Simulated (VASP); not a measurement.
Write the native input for VASP 6.6.1 that does the following.

| Property | Result |
| --- | --- |
| Task | single point |
| Functional | PBEsol |
| Potentials or basis | VASP PAW PBE potentials, release 64 (Sr_sv, Tl_d) |
| Cutoff | 520 eV |
| k mesh | 12 × 12 × 12 |
| Occupations | gaussian, width 0.15 eV |
| Spin | no spin polarisation |
| Dipole correction | no |
| Further INCAR settings | ALGO = Normal; EDIFF = 1e-06; NBANDS = 18 |

The structure of SrTl lies in POSCAR:

```
SrTl
1.0
    4.0320000000      0.0100800000      0.0000000000
    0.0100800000      4.0320000000      0.0000000000
    0.0000000000      0.0000000000      4.0320000000
Sr Tl
1 1
Direct
    0.0000000000      0.0000000000      0.0000000000
    0.5000000000      0.5000000000      0.5000000000
```

This cell differs from its parent crystal: strain +0.0050 x Voigt [0, 0, 0, 0, 0, 1].

The input as run:

INCAR

```
SYSTEM = SrTl
ALGO = Normal
EDIFF = 1E-6
ENCUT = 520
GGA = PS
ISIF = 2
ISMEAR = 0
LASPH = .TRUE.
LCHARG = .FALSE.
LREAL = .FALSE.
LWAVE = .FALSE.
NBANDS = 18
NELM = 100
PREC = Accurate
SIGMA = 0.15
```

KPOINTS

```
k-points
0
G
  12 12 12
  0 0 0
```

Potentials or basis: VASP PAW PBE potentials, release 64 (Sr_sv, Tl_d).

Command:

```console
$ cat potpaw_PBE.64/Sr_sv/POTCAR potpaw_PBE.64/Tl_d/POTCAR > POTCAR
$ mpirun -np 1 vasp_std > vasp.out
```

Results of the run:

```
Pressure : -0.3 GPa
```

Caveat: the cell differs from its parent crystal (strain +0.0050 x Voigt [0, 0, 0, 0, 0, 1]); the PAW data sets were made with another functional, which shifts forces and pressure a little.

Wall time 3 min on 1 thread of Intel(R) Xeon(R) Platinum 8259CL CPU @ 2.50GHz (Skylake/Cascade Lake), with other jobs on the host, peak memory 0.47 GiB.
